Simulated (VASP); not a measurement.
# Cs in VASP: relaxation of cell and atoms with PBE

Aim: the relaxation of cell and atoms of Cs with PBE.

Everything below comes from runs of VASP 6.6.1. Logs are shortened: lines on timing, memory, paths and dates and some standing lists are left out, and cuts for length are marked.

## 1. The cell of the first run

The typed cell holds 1 atom: a = 3.329 Å, b = 3.329 Å, c = 3.329 Å, α = 108.61°, β = 108.61°, γ = 111.21°.

## 2. Relaxation of cell and atoms, PBE, target pressure 30 GPa, at which the enthalpy is minimised

Contents of INCAR:

```
ALGO     = Normal         # electronic algorithm
EDIFF    = 1E-7           # SCF threshold, eV
EDIFFG   = -0.008         # ionic threshold
ENCUT    = 600            # plane-wave cutoff, eV
GGA      = PE             # functional
IBRION   = 2              # ionic algorithm
ISIF     = 3              # what is computed and relaxed
ISMEAR   = 0              # smearing method
LASPH    = T              # aspherical terms in the spheres
LCHARG   = F              # write CHGCAR
LREAL    = F              # projectors in reciprocal space
LWAVE    = F              # write WAVECAR
NELM     = 100            # most SCF steps
NSW      = 70             # ionic steps
PREC     = Accurate       # precision mode
PSTRESS  = 300.0        
SIGMA    = 0.1            # smearing width, eV
```

Contents of KPOINTS:

```
k-points
0
Gamma
  16 16 16
```

Contents of POSCAR:

```
Cs
1.0
    1.8778581530     -2.7467857961     -0.0948210888
    1.8778581530      2.7467857961     -0.0948210888
   -1.7399999051      0.0000000000      2.8380918263
Cs
1
Direct
    0.0000000000      0.0000000000      0.5000000000
```

Potentials or basis: VASP PAW PBE potentials, release 64 (Cs_sv).

Run with:

```
$ cat potpaw_PBE.64/Cs_sv/POTCAR > POTCAR
$ mpirun -np 1 vasp_std > vasp.out
```

OUTCAR:

```text
EDIFF = 1E-7
   EDIFFG = -0.008
   ENCUT = 600
   GGA = PE
   IBRION = 2
   ISIF = 3
   ISMEAR = 0
   LASPH = T
   LREAL = F
   NELM = 100
   NSW = 70
   PREC = Accurate
   PSTRESS = 300.0

 ion  position               nearest neighbor table
   1  0.000  0.000  0.500-

  Warning from LATTYP: Got some problem with cell dimensions!
  Tried to take original basis but could not verify dimensions!
  LATTYP: Found a base centered monoclinic cell.
 ALAT       =     3.7605011803
 B/A-ratio  =     1.4608615525
 C/A-ratio  =     0.8850608969
 COS(beta)  =    -0.5647344625

  Lattice vectors:

 A1 = (  -1.8778581530,   2.7467857961,   0.0948210888)
 A2 = (  -1.8778581530,  -2.7467857961,   0.0948210888)
 A3 = (   2.0157164009,   0.0000000000,   2.6484496487)

Analysis of symmetry for initial positions (statically):
=====================================================================
 Subroutine PRICEL returns:
 Original cell was already a primitive cell.

 Routine SETGRP: Setting up the symmetry group for a
 base centered monoclinic supercell.

 Subroutine GETGRP returns: Found  4 space group operations
 (whereof  4 operations were pure point group operations)
 out of a pool of  4 trial point group operations.

The static configuration has the point symmetry C_2h.

Analysis of symmetry for dynamics (positions and initial velocities):
=====================================================================
 Subroutine PRICEL returns:
 Original cell was already a primitive cell.

 Routine SETGRP: Setting up the symmetry group for a
 base centered monoclinic supercell.

 Subroutine GETGRP returns: Found  4 space group operations
 (whereof  4 operations were pure point group operations)
 out of a pool of  4 trial point group operations.

The dynamic configuration has the point symmetry C_2h.

 Subroutine INISYM returns: Found  4 space group operations
 (whereof  4 operations are pure point group operations),
 and found     1 'primitive' translations

----------------------------------------------------------------------------------------

                                     Primitive cell

  volume of cell :      28.3718

  direct lattice vectors                    reciprocal lattice vectors
     1.877858153 -2.746785796 -0.094821089     0.274766869 -0.182030940  0.168456257
     1.877858153  2.746785796 -0.094821089     0.274766869  0.182030940  0.168456257
    -1.739999905  0.000000000  2.838091826     0.018360008  0.000000000  0.363605716

  length of vectors
     3.328689606  3.328689606  3.329018607     0.370148087  0.370148087  0.364068959

  position of ions in fractional coordinates (direct lattice)
     0.000000000  0.000000000  0.500000000

  ion indices of the primitive-cell ions
   primitive index   ion index
                 1           1

----------------------------------------------------------------------------------------

 KPOINTS: k-points

Automatic generation of k-mesh.
 Grid dimensions read from file:
 generate k-points for:   16   16   16

 Generating k-lattice:

  Cartesian coordinates                     Fractional coordinates (reciprocal lattice)
     0.017172929 -0.011376934  0.010528516     0.062500000  0.000000000  0.000000000
     0.017172929  0.011376934  0.010528516     0.000000000  0.062500000  0.000000000
     0.001147500  0.000000000  0.022725357     0.000000000  0.000000000  0.062500000

  Length of vectors
     0.023134255  0.023134255  0.022754310

  Shift w.r.t. Gamma in fractional coordinates (k-lattice)
     0.000000000  0.000000000  0.000000000

 Subroutine IBZKPT returns following result:
 ===========================================

 Found   1098 irreducible k-points:

 Following reciprocal coordinates:
            Coordinates               Weight
  0.000000  0.000000  0.000000      1.000000
  0.062500 -0.000000 -0.000000      4.000000
  0.125000 -0.000000 -0.000000      4.000000
  0.187500 -0.000000  0.000000      4.000000
  0.250000 -0.000000 -0.000000      4.000000
  0.312500  0.000000  0.000000      4.000000
[... 16 lines left out ...]
 -0.125000  0.062500  0.000000      4.000000
 -0.062500  0.062500  0.000000      2.000000
 [... further k-points ...]
   k-points           NKPTS =   1098   k-points in BZ     NKDIM =   1098   number of bands    NBANDS=      8
   number of dos      NEDOS =    301   number of ions     NIONS =      1
   total plane-waves  NPLWV =  21952
   dimension x,y,z NGX =    28 NGY =   28 NGZ =   28
   dimension x,y,z NGXF=    56 NGYF=   56 NGZF=   56
   ions per type =               1
   NGX,Y,Z   is equivalent  to a cutoff of  13.98, 13.98, 13.98 a.u.
   NGXF,Y,Z  is equivalent  to a cutoff of  27.97, 27.97, 27.97 a.u.
 SYSTEM =  unknown system
   PREC   = accura    normal or accurate (medium, high low for compatibility)
   ISTART =      0    job   : 0-new  1-cont  2-samecut
   ICHARG =      2    charge: 1-file 2-atom 10-const
   ISPIN  =      1    spin polarized calculation?
   LNONCOLLINEAR =      F non collinear calculations
   LSORBIT =      F    spin-orbit coupling
   LASPH  =      T    aspherical Exc in radial PAW
   ENCUT  =  600.0 eV  44.10 Ry    6.64 a.u.   6.65  6.65  6.65*2*pi/ulx,y,z
   NELM   =    100;   NELMIN=  2; NELMDL= -5     # of ELM steps
   EDIFF  = 0.1E-06   stopping-criterion for ELM
   LREAL  =      F    real-space projection
   EDIFFG = -.8E-02   stopping-criterion for IOM
   NSW    =     70    number of steps for IOM
   IBRION =      2    ionic relax: 0-MD 1-quasi-New 2-CG
   NFREE  =      1    steps in history (QN), initial steepest desc. (CG)
   ISIF   =      3    stress and relaxation
   ISYM   =      2    0-nonsym 1-usesym 2-fastsym
   POTIM  = 0.5000    time-step for ionic-motion
   TEBEG  =    0.0;   TEEND  =   0.0 temperature during run
   PSTRESS=  300.0 pullay stress
   NELECT =       9.0000    total number of electrons
   NUPDOWN=      -1.0000    fix difference up-down
   EMIN   =  10.00;   EMAX   =-10.00  energy-range for DOS
   EFERMI =   0.00;   METHOD = LEGACY
   ISMEAR =     0;   SIGMA  =   0.10  broadening in eV -4-tet -1-fermi 0-gaus
   EFERMI_NEDOS =   21; number of points for ismear=-14 and -15
   IALGO  =     38    algorithm
   IMIX   =      4    mixing-type and parameters
     AMIX     =   0.40;   BMIX     =  1.00
     AMIX_MAG =   1.60;   BMIX_MAG =  1.00
  volume/ion in A,a.u.               =      28.37       191.46
  Fermi-wavevector in a.u.,A,eV,Ry     =   1.116503  2.109885 16.960748  1.246580
  Thomas-Fermi vector in A             =   2.253118
   LORBIT       =      0    0 simple, 1 ext, 2 COOP (PROOUT), +10 PAW based schemes
   GGA     = PE    functional components
   LHFCALC =     F    Hartree Fock is set to
   AEXX    =    0.0000 exact exchange contribution
   IVDW    =     0    specifies the selected vdW correction
   LEPSILON=     F    determine dielectric tensor
   LRPA    =     F    only Hartree local field effects (RPA)
 conjugate gradient relaxation of ions
 non-spin polarized calculation
 Gauss-broadening in eV      SIGMA  =   0.10
  energy-cutoff  :      600.00
  volume of cell :       28.37
 maximum number of plane-waves:       962
   NGX = 13   NGY = 13   NGZ = 13

--------------------------------------- Ionic step        1  -------------------------------------------

 number of electron       8.9999999 magnetization

 Free energy of the ion-electron system (eV)
  ---------------------------------------------------
  ext. energy  EPLUGINS =         0.00000000
  ---------------------------------------------------
  free energy    TOTEN  =         1.10777823 eV

  energy without entropy =        1.11264134  energy(sigma->0) =        1.11020979

------------------------ aborting loop because EDIFF is reached ----------------------------------------

  FORCE on cell =-STRESS in cart. coord.  units (eV):
  Direction    XX          YY          ZZ          XY          YZ          ZX
  --------------------------------------------------------------------------------------
  -------------------------------------------------------------------------------------
  Total        3.7588031      3.7642728      3.7643430      0.0000000      0.0000000      0.0005331
  in kB      212.2625084    212.5713860    212.5753485      0.0000000      0.0000000      0.0301056
  external PRESSURE =     -87.5302524 kB  Pullay stress =     300.0000000 kB
[... 90 lines left out ...]
  FREE ENERGIE OF THE ION-ELECTRON SYSTEM (eV)
  ---------------------------------------------------
  free  energy   TOTEN  =         1.4518928988 eV

  energy  without entropy=        1.4564478709  energy(sigma->0) =        1.45417038

  enthalpy is  TOTEN    =         6.3525449383 eV   P V=        4.9006520396

[... ionic steps 4 to 8 ...]

--------------------------------------- Ionic step        9  -------------------------------------------

 number of electron       9.0000000 magnetization

------------------------ aborting loop because EDIFF is reached ----------------------------------------

  FORCE on cell =-STRESS in cart. coord.  units (eV):
  Direction    XX          YY          ZZ          XY          YZ          ZX
  --------------------------------------------------------------------------------------
  -------------------------------------------------------------------------------------
  Total        4.8775279      4.8632898      4.8633742      0.0000000      0.0000000     -0.0006363
  in kB      299.4627812    298.5886142    298.5937940      0.0000000      0.0000000     -0.0390644
  external PRESSURE =      -1.1182702 kB  Pullay stress =     300.0000000 kB
[... 59 lines left out ...]
  enthalpy is  TOTEN    =         6.3523929912 eV   P V=        4.8828636947

--------------------------------------- Ionic step       11  -------------------------------------------

 number of electron       9.0000000 magnetization

 Free energy of the ion-electron system (eV)
  ---------------------------------------------------
  ext. energy  EPLUGINS =         0.00000000
  ---------------------------------------------------
  free energy    TOTEN  =         1.46979106 eV

  energy without entropy =        1.47430070  energy(sigma->0) =        1.47204588

 E-fermi :   8.0356     XC(G=0): -11.0394

 val. band max:        8.0349828445   @ k =  -0.1875   0.3125   0.1875
 cond. band min:       8.0362343652   @ k =  -0.3125   0.1875   0.3125
 fundamental gap:      0.0012515207
 Fermi energy:         8.0355837743

 k-point     1 :       0.0000    0.0000    0.0000
  band No.  band energies     occupation
      1     -17.7470      2.00000
      2      -0.4879      2.00000
      3      -0.4877      2.00000
      4      -0.4487      2.00000
      5       8.4369      0.00000
      6      11.0995      0.00000
      7      11.6156      0.00000
      8      11.6158      0.00000
[... 243 lines left out ...]
 k-point    24 :      -0.0625    0.0625    0.0000
  band No.  band energies     occupation
      1     -17.6987      2.00000
      2      -0.8102      2.00000
      3      -0.5336      2.00000
      4      -0.4934      2.00000
      5       8.7154      0.00000
      6      11.0702      0.00000
      7      11.4023      0.00000
      8      11.8570      0.00000

 [... further k-points ...]
[... 5 lines left out ...]
  --------------------------------------------------------------------------------------
  -------------------------------------------------------------------------------------
  Total        4.8887866      4.8748495      4.8749347      0.0000000      0.0000000     -0.0006241
  in kB      300.3800060    299.5236723    299.5289114      0.0000000      0.0000000     -0.0383472
  external PRESSURE =      -0.1891368 kB  Pullay stress =     300.0000000 kB
[... 16 lines left out ...]
  FREE ENERGIE OF THE ION-ELECTRON SYSTEM (eV)
  ---------------------------------------------------
  free  energy   TOTEN  =         1.4697910624 eV

  energy  without entropy=        1.4743006962  energy(sigma->0) =        1.47204588

  enthalpy is  TOTEN    =         6.3523929114 eV   P V=        4.8826018490

 reached required accuracy - stopping structural energy minimisation
```

Wall time 12 min (1 thread of Intel Xeon Platinum 8488C (Sapphire Rapids), shared host); peak memory 0.42 GiB.

What came out:

```yaml
Free_energy: 1.4698 eV
Relaxed_volume: 26.08 Å³/atom
Relaxed_cell: a = 3.236 Å, b = 3.236 Å, c = 3.237 Å, α = 108.62°, β = 108.62°, γ = 111.21°
Space_group_after_relaxing_to_0.05_Å: I4/mmm (No. 139)
Energy_change_on_relaxing_the_enthalpy_is_what_falls: +362.0 meV/atom
Ionic_steps: 11
Pressure_after_relaxing: 30.0 GPa
```

Stress tensor (GPa, compression positive):
```
30.04  0.00  0.00
 0.00 29.95  0.00
 0.00  0.00 29.95
```

The path:
| step | energy change (eV) | largest force (eV/Å) | pressure (GPa) | volume (Å³) |
| --- | --- | --- | --- | --- |
| 1 | 0.0000 | 0.0000 | 21.25 | 28.37 |
| 2 | 1.2802 | 0.0000 | 54.46 | 22.47 |
| 3 | 0.3441 | 0.0000 | 29.53 | 26.17 |
| 4 | 0.3599 | 0.0000 | 29.93 | 26.09 |
| 5 | 0.3682 | 0.0000 | 30.14 | 26.04 |
| 6 | 0.3544 | 0.0000 | 29.79 | 26.12 |
| 7 | 0.3625 | 0.0000 | 29.99 | 26.07 |
| 8 | 0.3623 | 0.0000 | 30.01 | 26.07 |
| 9 | 0.3583 | 0.0000 | 29.89 | 26.10 |
| 10 | 0.3618 | 0.0000 | 29.97 | 26.08 |
| 11 | 0.3620 | 0.0000 | 29.98 | 26.08 |

Final structure:
```cif
data_structure
_symmetry_space_group_name_H-M 'P 1'
_symmetry_Int_Tables_number 1
_cell_length_a 3.2364
_cell_length_b 3.2364
_cell_length_c 3.2367
_cell_angle_alpha 108.615
_cell_angle_beta 108.615
_cell_angle_gamma 111.207
_cell_volume 26.08
loop_
_atom_site_label
_atom_site_type_symbol
_atom_site_fract_x
_atom_site_fract_y
_atom_site_fract_z
_atom_site_occupancy
Cs1 Cs 0.00000 0.00000 0.50000 1
```

Caveat: the cell is relaxed towards a set pressure, so the enthalpy falls and the energy may rise; spin-orbit coupling is left out, which moves the levels of the heavy elements.
